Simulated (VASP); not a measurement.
Wanted: the native input for a VASP 6.6.1 run.

| Item | Value |
| --- | --- |
| Task | single point |
| Functional | PBE |
| Potentials or basis | VASP PAW PBE potentials, release 64 (B, N) |
| Cutoff | 600 eV |
| k mesh | 6 × 6 × 4 |
| Occupations | gaussian, width 0.01 eV |
| Spin | no spin polarisation |
| Dipole correction | no |
| Further INCAR settings | ALGO = Normal; EDIFF = 1e-06; NBANDS = 16 |

The structure of BN (m.bgw) lies in POSCAR:

```
BN
1.0
    2.5540637809      0.0000000000      0.0000000000
   -1.2770318905      2.2118841172      0.0000000000
    0.0000000000      0.0000000000      4.2238995721
B N
2 2
Direct
    0.3333333333      0.6666666667      0.0011853525
    0.6666666667      0.3333333333      0.5011853525
    0.3333333333      0.6666666667      0.3758146475
    0.6666666667      0.3333333333      0.8758146475
```

These files were run (other wordings do the same):

INCAR

```
SYSTEM = BN
ALGO = Normal ; EDIFF = 1E-6
ENCUT = 600 ; GGA = PE
GGA_COMPAT = .FALSE. ; ISIF = 2
ISMEAR = 0 ; LASPH = .TRUE.
LCHARG = .FALSE. ; LREAL = .FALSE.
LWAVE = .FALSE. ; NBANDS = 16
NELM = 120 ; PREC = Accurate
SIGMA = 0.01
```

KPOINTS

```
k-points
0
G
  6 6 4
  0 0 0
```

Potentials or basis: VASP PAW PBE potentials, release 64 (B, N).

Launch:

```console
$ cat potpaw_PBE.64/B/POTCAR potpaw_PBE.64/N/POTCAR > POTCAR
$ mpirun -np 1 vasp_std > vasp.out
```

Results of the run:

```yaml
Pressure: 0.2 GPa
Band_gap_on_the_k_mesh: 5.21 eV, indirect (least direct gap 8.26 eV)
```

Caveat: the k points lie up to 0.47 Å⁻¹ apart.

Wall time 19 s on 1 thread of Intel Xeon 8259CL, on a shared host, peak memory 0.14 GiB.
